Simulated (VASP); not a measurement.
Wanted: the native input for a VASP 6.6.1 run.

```
Task                   : single point
Functional             : PBE
Potentials or basis    : VASP PAW PBE potentials, release 64 (Li_sv, Cl)
Cutoff                 : 520 eV
k mesh                 : 8 × 8 × 8
Occupations            : gaussian, width 0.05 eV
Spin                   : no spin polarisation
Dipole correction      : no
Further INCAR settings : ALGO = Normal; EDIFF = 1e-07; NBANDS = 12
```

The structure of LiCl lies in POSCAR:

```
LiCl
1.0
    0.0000000000      2.5647600000      2.5647600000
    2.5647600000      0.0000000000      2.5647600000
    2.5647600000      2.5647600000      0.0000000000
Li Cl
1 1
Direct
   -0.0974750074      0.0974750074     -0.0974750074
    0.5000000000      0.5000000000      0.5000000000
```

This cell differs from its parent crystal: all Li atoms moved -0.500 Å, as atom 1 along Cartesian [0 1 0].

These files were run (other wordings do the same):

INCAR

```
SYSTEM = LiCl
PREC = Accurate
ENCUT = 520
EDIFF = 1E-7
ISMEAR = 0
SIGMA = 0.05
LREAL = .FALSE.
LASPH = .TRUE.
NELM = 60
ALGO = Normal
ISIF = 2
LWAVE = .FALSE.
LCHARG = .FALSE.
GGA = PE
NBANDS = 12
```

KPOINTS

```
Automatic mesh
0
G
  8 8 8
  0 0 0
```

Potentials or basis: VASP PAW PBE potentials, release 64 (Li_sv, Cl).

Run with:

```bash
$ cat potpaw_PBE.64/Li_sv/POTCAR potpaw_PBE.64/Cl/POTCAR > POTCAR
$ mpirun -np 1 vasp_std > vasp.out
```

Results of the run:

```yaml
Largest_force: 1.301 eV/Å
Band_gap_on_the_k_mesh: 6.19 eV
```

Caveat: the cell differs from its parent crystal (all Li atoms moved -0.500 Å, as atom 1 along Cartesian [0 1 0]); forces of over 1 eV/Å act on the atoms, so gaps and moduli don't describe the material at rest.

Wall time 26 s on 1 thread of Intel Xeon 8259CL, with other jobs on the host, peak memory 0.16 GiB.
